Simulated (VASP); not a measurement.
# Ni (Fm-3m) in VASP: a series of runs

Runs on Ni. Level: PBE. Tasks: relaxation of cell and atoms, single point.

Everything below comes from runs of VASP 6.6.1. Logs are shortened: lines on timing, memory, paths and dates and some standing lists are left out, and cuts for length are marked.

### 1 The cell of the first run

Symmetry: Fm-3m, No. 225, cubic system. The conventional cell has a = 3.536 Å, b = 3.536 Å, c = 3.536 Å, α = 90.00°, β = 90.00°, γ = 90.00°. Within 3.3 Å of Ni (site symmetry m-3m) lie 12 Ni at 2.50 Å.

### 2 Relaxation of cell and atoms, PBE, collinear spin, ferromagnetic start

INCAR

```
SYSTEM = Ni
  ALGO = Normal
  EDIFF = 1E-6
  EDIFFG = -0.005
  ENCUT = 600
  GGA = PE
  IBRION = 2
  ISIF = 3
  ISMEAR = 0
  ISPIN = 2
  LASPH = .True.
  LCHARG = .False.
  LMAXMIX = 4
  LORBIT = 11
  LREAL = .False.
  LWAVE = .False.
  MAGMOM = 0.81
  NELM = 150
  NSW = 100
  PREC = Accurate
  SIGMA = 0.1
```

KPOINTS

```
k-points
0
Gamma
  20 20 20
  0 0 0
```

POSCAR

```
Ni
1.0
    0.0000000000      1.7679500000      1.7679500000
    1.7679500000      0.0000000000      1.7679500000
    1.7679500000      1.7679500000      0.0000000000
Ni
1
Direct
    0.0000000000      0.0000000000      0.0000000000
```

Potentials or basis: VASP PAW PBE potentials, release 64 (Ni).

The run is started by

```
$ cat potpaw_PBE.64/Ni/POTCAR > POTCAR
$ mpirun -np 1 vasp_std > vasp.out
```

OUTCAR:

```text
SYSTEM = Ni
   EDIFF = 1E-6
   EDIFFG = -0.005
   ENCUT = 600
   GGA = PE
   IBRION = 2
   ISIF = 3
   ISMEAR = 0
   ISPIN = 2
   LASPH = .True.
   LORBIT = 11
   LREAL = .False.
   NELM = 150
   NSW = 100
   PREC = Accurate

 ion  position               nearest neighbor table
   1  0.000  0.000  0.000-

  LATTYP: Found a face centered cubic cell.
 ALAT       =     3.5359000000

  Lattice vectors:

 A1 = (   0.0000000000,   1.7679500000,   1.7679500000)
 A2 = (   1.7679500000,   0.0000000000,   1.7679500000)
 A3 = (   1.7679500000,   1.7679500000,   0.0000000000)

Analysis of symmetry for initial positions (statically):
=====================================================================
 Subroutine PRICEL returns:
 Original cell was already a primitive cell.

 Routine SETGRP: Setting up the symmetry group for a
 face centered cubic supercell.

 Subroutine GETGRP returns: Found 48 space group operations
[... 9 lines left out ...]

 Routine SETGRP: Setting up the symmetry group for a
 face centered cubic supercell.

 Subroutine GETGRP returns: Found 48 space group operations
 (whereof 48 operations were pure point group operations)
 out of a pool of 48 trial point group operations.

The dynamic configuration has the point symmetry O_h .

Analysis of structural, dynamic, and magnetic symmetry:
=====================================================================
 Subroutine PRICEL returns:
 Original cell was already a primitive cell.

 Routine SETGRP: Setting up the symmetry group for a
 face centered cubic supercell.

 Subroutine GETGRP returns: Found 48 space group operations
 (whereof 48 operations were pure point group operations)
 out of a pool of 48 trial point group operations.

The overall configuration has the point symmetry O_h .

 Subroutine INISYM returns: Found 48 space group operations
[... 5 lines left out ...]
                                     Primitive cell

  volume of cell :      11.0520

  direct lattice vectors                    reciprocal lattice vectors
     0.000000000  1.767950000  1.767950000    -0.282813428  0.282813428  0.282813428
     1.767950000  0.000000000  1.767950000     0.282813428 -0.282813428  0.282813428
     1.767950000  1.767950000  0.000000000     0.282813428  0.282813428 -0.282813428

  length of vectors
     2.500258868  2.500258868  2.500258868     0.489847226  0.489847226  0.489847226

  position of ions in fractional coordinates (direct lattice)
     0.000000000  0.000000000  0.000000000

  ion indices of the primitive-cell ions
   primitive index   ion index
                 1           1

----------------------------------------------------------------------------------------

 KPOINTS: k-points

Automatic generation of k-mesh.
 Grid dimensions read from file:
[... 84 lines left out ...]
     AMIX     =   0.40;   BMIX     =  1.00
     AMIX_MAG =   1.60;   BMIX_MAG =  1.00
  volume/ion in A,a.u.               =      11.05        74.58
  Fermi-wavevector in a.u.,A,eV,Ry     =   1.583415  2.992221 34.112584  2.507204
  Thomas-Fermi vector in A             =   2.683189
   LORBIT       =     11    0 simple, 1 ext, 2 COOP (PROOUT), +10 PAW based schemes
   GGA     = PE    functional components
   LHFCALC =     F    Hartree Fock is set to
   AEXX    =    0.0000 exact exchange contribution
   IVDW    =     0    specifies the selected vdW correction
   LEPSILON=     F    determine dielectric tensor
   LRPA    =     F    only Hartree local field effects (RPA)
 conjugate gradient relaxation of ions
 spin polarized calculation
 Gauss-broadening in eV      SIGMA  =   0.10
  energy-cutoff  :      600.00
  volume of cell :       11.05
 maximum number of plane-waves:       380
   NGX =  9   NGY =  9   NGZ =  9

--------------------------------------- Ionic step        1  -------------------------------------------

 number of electron      10.0000010 magnetization       0.6296465

 Free energy of the ion-electron system (eV)
  ---------------------------------------------------
  ext. energy  EPLUGINS =         0.00000000
  ---------------------------------------------------
  free energy    TOTEN  =        -5.47334972 eV

  energy without entropy =       -5.46442303  energy(sigma->0) =       -5.46888638

------------------------ aborting loop because EDIFF is reached ----------------------------------------

  FORCE on cell =-STRESS in cart. coord.  units (eV):
  Direction    XX          YY          ZZ          XY          YZ          ZX
  --------------------------------------------------------------------------------------
  -------------------------------------------------------------------------------------
  Total       -0.2020160     -0.2020160     -0.2020160     -0.0000000      0.0000000      0.0000000
  in kB      -29.2857509    -29.2857509    -29.2857509     -0.0000000      0.0000000      0.0000000
  external PRESSURE =     -29.2857509 kB  Pullay stress =       0.0000000 kB
[... 57 lines left out ...]
--------------------------------------- Ionic step        3  -------------------------------------------

 number of electron      10.0000009 magnetization       0.6282168

 Free energy of the ion-electron system (eV)
  ---------------------------------------------------
  ext. energy  EPLUGINS =         0.00000000
  ---------------------------------------------------
  free energy    TOTEN  =        -5.47493967 eV

  energy without entropy =       -5.46617349  energy(sigma->0) =       -5.47055658

 E-fermi :   9.3756     XC(G=0): -13.2547

 val. band max:        9.3749824430   @ k =  -0.4500   0.5000   0.0500
 cond. band min:       9.3756435837   @ k =   0.4000   0.0000   0.0000
 fundamental gap:      0.0006611407
 Fermi energy:         9.3755811133

 spin component 1

 k-point     1 :       0.0000    0.0000    0.0000
  band No.  band energies     occupation
      1       0.3654      1.00000
      2       6.9362      1.00000
      3       6.9362      1.00000
      4       6.9362      1.00000
      5       8.1149      1.00000
      6       8.1149      1.00000
      7      33.0976      0.00000
      8      36.9567      0.00000
      9      36.9567      0.00000
[... 265 lines left out ...]
 k-point    24 :      -0.3500    0.0500    0.0000
  band No.  band energies     occupation
      1       4.1923      1.00000
      2       7.0241      1.00000
      3       7.0789      1.00000
      4       7.1999      1.00000
      5       8.4445      1.00000
      6       8.7942      1.00000
      7      18.5135      0.00000
      8      31.0579      0.00000
      9      33.4240      0.00000

 [... further k-points ...]

 spin component 2

 k-point     1 :       0.0000    0.0000    0.0000
  band No.  band energies     occupation
      1       0.3296      1.00000
      2       7.6937      1.00000
      3       7.6937      1.00000
      4       7.6937      1.00000
      5       8.7012      1.00000
      6       8.7012      1.00000
      7      32.9333      0.00000
      8      36.9367      0.00000
      9      36.9367      0.00000
[... 304 lines left out ...]
  FREE ENERGIE OF THE ION-ELECTRON SYSTEM (eV)
  ---------------------------------------------------
  free  energy   TOTEN  =        -5.4749396743 eV

  energy  without entropy=       -5.4661734935  energy(sigma->0) =       -5.47055658

 reached required accuracy - stopping structural energy minimisation

 total charge

# of ion       s       p       d       tot
------------------------------------------
    1        0.498   0.498   8.314   9.309

 magnetization (x)

# of ion       s       p       d       tot
------------------------------------------
    1       -0.007  -0.025   0.672   0.640
```

Run time: 46 s. Hardware: 1 thread of Intel Xeon 6975P-C (Granite Rapids), shared host; peak memory 0.18 GiB.

What came out:

```yaml
Free_energy: -5.4749 eV
Relaxed_volume: 10.88 Å³/atom
Relaxed_cell: a = 2.487 Å, b = 2.487 Å, c = 2.487 Å, α = 60.00°, β = 60.00°, γ = 60.00°
Space_group_after_relaxing_to_0.05_Å: Fm-3m (No. 225)
Energy_gained_by_relaxing: 1.6 meV/atom
Ionic_steps: 3
Pressure_after_relaxing: 0.0 GPa
Net_moment: 0.63 μB per cell
Site_moments: Ni +0.64 μB
Valence_electrons_inside_the_program's_atomic_spheres: Ni 9.31
```

Step by step:
```
step  energy change (eV)  largest force (eV/Å)  pressure (GPa)  volume (Å³)
   1              0.0000                0.0000           -2.93        11.05
   2             -0.0003                0.0000            2.83        10.73
   3             -0.0016                0.0000            0.00        10.88
```

Final structure:
```cif
data_structure
_symmetry_space_group_name_H-M 'P 1'
_symmetry_Int_Tables_number 1
_cell_length_a 2.4873
_cell_length_b 2.4873
_cell_length_c 2.4873
_cell_angle_alpha 60.000
_cell_angle_beta 60.000
_cell_angle_gamma 60.000
_cell_volume 10.88
loop_
_atom_site_label
_atom_site_type_symbol
_atom_site_fract_x
_atom_site_fract_y
_atom_site_fract_z
_atom_site_occupancy
Ni1 Ni 0.00000 0.00000 0.00000 1
```

Levels at points of the mesh, in eV from the Fermi level:
Spin up:
```csv
k point,band 1,band 2,band 3,band 4,band 5,band 6,band 7,band 8,band 9
"(0.00, 0.00, 0.00)",-9.01,-2.44,-2.44,-2.44,-1.26,-1.26,23.72,27.58,27.58
"(0.50, 0.00, 0.00)",-4.84,-2.42,-2.42,-0.61,-0.61,-0.29,5.66,22.21,24.67
"(0.50, 0.50, 0.00)",-4.65,-4.20,-0.55,-0.48,-0.48,2.45,9.22,14.82,14.82
```
Spin down:
```csv
k point,band 2,band 3,band 4,band 5,band 6,band 7,band 8,band 9
"(0.00, 0.00, 0.00)",-1.68,-1.68,-1.68,-0.67,-0.67,23.56,27.56,27.56
"(0.50, 0.00, 0.00)",-1.80,-1.80,-0.36,0.15,0.15,6.08,22.07,24.75
"(0.50, 0.50, 0.00)",-3.58,0.06,0.39,0.39,2.41,9.46,14.83,14.83
```

### 3 Single point, PBE, collinear spin, ferromagnetic start

This run uses another cell than the first one, of 10.89 Å³/atom, 0.986 times its volume.

INCAR

```
SYSTEM = Ni
PREC = Accurate ; ENCUT = 520
EDIFF = 1E-6 ; ISMEAR = 0
SIGMA = 0.1 ; LREAL = .FALSE.
LASPH = .TRUE. ; NELM = 150
ALGO = Normal ; ISIF = 2
LWAVE = .FALSE. ; LCHARG = .FALSE.
ISPIN = 2 ; MAGMOM = 0.81
LORBIT = 11 ; LMAXMIX = 4
GGA = PE ; NBANDS = 15
```

KPOINTS

```
Automatic mesh
0
G
  20 20 20
  0 0 0
```

POSCAR

```
Ni
1.0
    0.0000000000      1.7594463577      1.7594463577
    1.7594463577      0.0000000000      1.7594463577
    1.7594463577      1.7594463577      0.0000000000
Ni
1
Direct
    0.0000000000      0.0000000000      0.0000000000
```

Potentials or basis: VASP PAW PBE potentials, release 64 (Ni).

The run is started by

```
$ cat potpaw_PBE.64/Ni/POTCAR > POTCAR
$ mpirun -np 1 vasp_std > vasp.out
```

OUTCAR:

```text
SYSTEM = Ni
   PREC = Accurate
   ENCUT = 520
   EDIFF = 1E-6
   ISMEAR = 0
   LREAL = .FALSE.
   LASPH = .TRUE.
   NELM = 150
   ISIF = 2
   ISPIN = 2
   LORBIT = 11
   GGA = PE

 ion  position               nearest neighbor table
   1  0.000  0.000  0.000-

  LATTYP: Found a face centered cubic cell.
 ALAT       =     3.5188927154

  Lattice vectors:

 A1 = (   0.0000000000,   1.7594463577,   1.7594463577)
 A2 = (   1.7594463577,   0.0000000000,   1.7594463577)
 A3 = (   1.7594463577,   1.7594463577,   0.0000000000)

Analysis of symmetry for initial positions (statically):
=====================================================================
 Subroutine PRICEL returns:
 Original cell was already a primitive cell.

 Routine SETGRP: Setting up the symmetry group for a
 face centered cubic supercell.

 Subroutine GETGRP returns: Found 48 space group operations
[... 9 lines left out ...]

 Routine SETGRP: Setting up the symmetry group for a
 face centered cubic supercell.

 Subroutine GETGRP returns: Found 48 space group operations
 (whereof 48 operations were pure point group operations)
 out of a pool of 48 trial point group operations.

The dynamic configuration has the point symmetry O_h .

Analysis of structural, dynamic, and magnetic symmetry:
=====================================================================
 Subroutine PRICEL returns:
 Original cell was already a primitive cell.

 Routine SETGRP: Setting up the symmetry group for a
 face centered cubic supercell.

 Subroutine GETGRP returns: Found 48 space group operations
 (whereof 48 operations were pure point group operations)
 out of a pool of 48 trial point group operations.

The overall configuration has the point symmetry O_h .

 Subroutine INISYM returns: Found 48 space group operations
[... 5 lines left out ...]
                                     Primitive cell

  volume of cell :      10.8933

  direct lattice vectors                    reciprocal lattice vectors
     0.000000000  1.759446358  1.759446358    -0.284180304  0.284180304  0.284180304
     1.759446358  0.000000000  1.759446358     0.284180304 -0.284180304  0.284180304
[... 146 lines left out ...]
      5       8.1014      1.00000
      6       8.1014      1.00000
      7      33.0739      0.00000
      8      36.9242      0.00000
      9      36.9242      0.00000
     10      36.9242      0.00000
     11      39.8572      0.00000
     12      39.8572      0.00000
     13      39.8572      0.00000
     14      42.8270      0.00000
[... 403 lines left out ...]
      4       7.1879      1.00000
      5       8.4304      1.00000
      6       8.7796      1.00000
      7      18.4901      0.00000
      8      31.0310      0.00000
      9      33.3942      0.00000
     10      35.2515      0.00000
     11      37.2334      0.00000
     12      39.0711      0.00000
     13      43.2892      0.00000
     14      49.9641      0.00000
     15      51.5488      0.00000

 [... further k-points ...]

 spin component 2

 k-point     1 :       0.0000    0.0000    0.0000
  band No.  band energies     occupation
      1       0.3213      1.00000
      2       7.6810      1.00000
      3       7.6810      1.00000
      4       7.6810      1.00000
      5       8.6866      1.00000
      6       8.6866      1.00000
      7      32.9085      0.00000
      8      36.9035      0.00000
      9      36.9035      0.00000
     10      36.9035      0.00000
     11      39.9571      0.00000
     12      39.9571      0.00000
     13      39.9571      0.00000
     14      42.7019      0.00000
[... 403 lines left out ...]
      4       7.6997      1.00000
      5       9.1613      0.99753
      6       9.4740      0.05364
      7      18.7332      0.00000
      8      30.9969      0.00000
      9      33.3918      0.00000
     10      35.3543      0.00000
     11      37.2606      0.00000
     12      39.0891      0.00000
     13      43.3505      0.00000
     14      50.0355      0.00000
     15      51.7649      0.00000

 [... further k-points ...]

------------------------ aborting loop because EDIFF is reached ----------------------------------------

  FORCE on cell =-STRESS in cart. coord.  units (eV):
  Direction    XX          YY          ZZ          XY          YZ          ZX
  --------------------------------------------------------------------------------------
  -------------------------------------------------------------------------------------
  Total       -0.0051744     -0.0051744     -0.0051744      0.0000000      0.0000000     -0.0000000
  in kB       -0.7610552     -0.7610552     -0.7610552      0.0000000      0.0000000     -0.0000000
  external PRESSURE =      -0.7610552 kB  Pullay stress =       0.0000000 kB

 VOLUME and BASIS-vectors are now :
 -----------------------------------------------------------------------------
  energy-cutoff  :      520.00
  volume of cell :       10.89
      direct lattice vectors                 reciprocal lattice vectors
     0.000000000  1.759446358  1.759446358    -0.284180304  0.284180304  0.284180304
     1.759446358  0.000000000  1.759446358     0.284180304 -0.284180304  0.284180304
     1.759446358  1.759446358  0.000000000     0.284180304  0.284180304 -0.284180304

 POSITION                                       TOTAL-FORCE (eV/Angst)
 -----------------------------------------------------------------------------------
      0.00000      0.00000      0.00000         0.000000     -0.000000      0.000000
 -----------------------------------------------------------------------------------
    total drift:                               -0.000000     -0.000000     -0.000000

  FREE ENERGIE OF THE ION-ELECTRON SYSTEM (eV)
  ---------------------------------------------------
  free  energy   TOTEN  =        -5.4751322768 eV

  energy  without entropy=       -5.4663535518  energy(sigma->0) =       -5.47074291

 total charge

# of ion       s       p       d       tot
------------------------------------------
    1        0.497   0.497   8.313   9.307

 magnetization (x)

# of ion       s       p       d       tot
------------------------------------------
    1       -0.007  -0.025   0.672   0.640
```

stdout:

```text
POSCAR found type information on POSCAR Ni
 POSCAR found :  1 types and       1 ions
 scaLAPACK will be used
 LDA part: xc-table for (Slater+PW92), standard interpolation
 POSCAR, INCAR and KPOINTS ok, starting setup
 FFT: planning ... GRIDC
 FFT: planning ... GRID_SOFT
 FFT: planning ... GRID
 WAVECAR not read
 entering main loop
```

It took 95 s on 1 thread of AMD EPYC 7R13 (Zen 3), shared host; peak memory 0.15 GiB.

Results:

```
Free energy                                           : -5.4751 eV
Pressure                                              : -0.1 GPa
Net moment                                            : 0.63 μB per cell
Site moments                                          : Ni +0.64 μB
Valence electrons inside the program's atomic spheres : Ni 9.31
```
